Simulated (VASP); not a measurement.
Write the native input for VASP 6.6.1 that does the following.

```yaml
Task: relaxation of cell and atoms
Functional: PBE
Potentials_or_basis: VASP PAW PBE potentials, release 64 (Cu, S)
Cutoff: 600 eV
k_mesh: 12 × 12 × 12
Occupations: gaussian, width 0.1 eV
Spin: no spin polarisation
Dipole_correction: no
Further_INCAR_settings: ALGO = Normal; EDIFF = 1e-06; IBRION = 2; EDIFFG = -0.01; NSW = 100; ISIF = 3
```

The structure of CuS3 lies in POSCAR:

```
CuS3
1.0
    3.9807911803      0.0000000000      0.0000000000
    0.0000000000      3.9807911803      0.0000000000
    0.0000000000      0.0000000000      3.9807911803
Cu S
1 3
Direct
    0.0000000000      0.0000000000      0.0000000000
    0.0000000000      0.5000000000      0.5000000000
    0.5000000000      0.0000000000      0.5000000000
    0.5000000000      0.5000000000      0.0000000000
```

These files were run (other wordings do the same):

INCAR

```
SYSTEM = CuS3
ALGO = Normal ; EDIFF = 1E-6
EDIFFG = -0.01 ; ENCUT = 600
GGA = PE ; IBRION = 2
ISIF = 3 ; ISMEAR = 0
LASPH = .TRUE. ; LCHARG = .FALSE.
LREAL = .FALSE. ; LWAVE = .FALSE.
NELM = 100 ; NSW = 100
PREC = Accurate ; SIGMA = 0.1
```

KPOINTS

```
k-points
0
G
  12 12 12
  0 0 0
```

Potentials or basis: VASP PAW PBE potentials, release 64 (Cu, S).

Run with:

```sh
$ cat potpaw_PBE.64/Cu/POTCAR potpaw_PBE.64/S/POTCAR > POTCAR
$ mpirun -np 1 vasp_std > vasp.out
```

It gave:

```json
{
 "Pressure after relaxing": "0.1 GPa",
 "Band gap on the k mesh": "zero (an odd number of electrons rules out a gap without spin polarisation)"
}
```

Caveat: the relaxation stopped at its first step, so nothing moved.

Wall time 55 s on 1 thread of Intel(R) Xeon(R) 6975P-C (Granite Rapids) (shared host), peak memory 0.25 GiB.
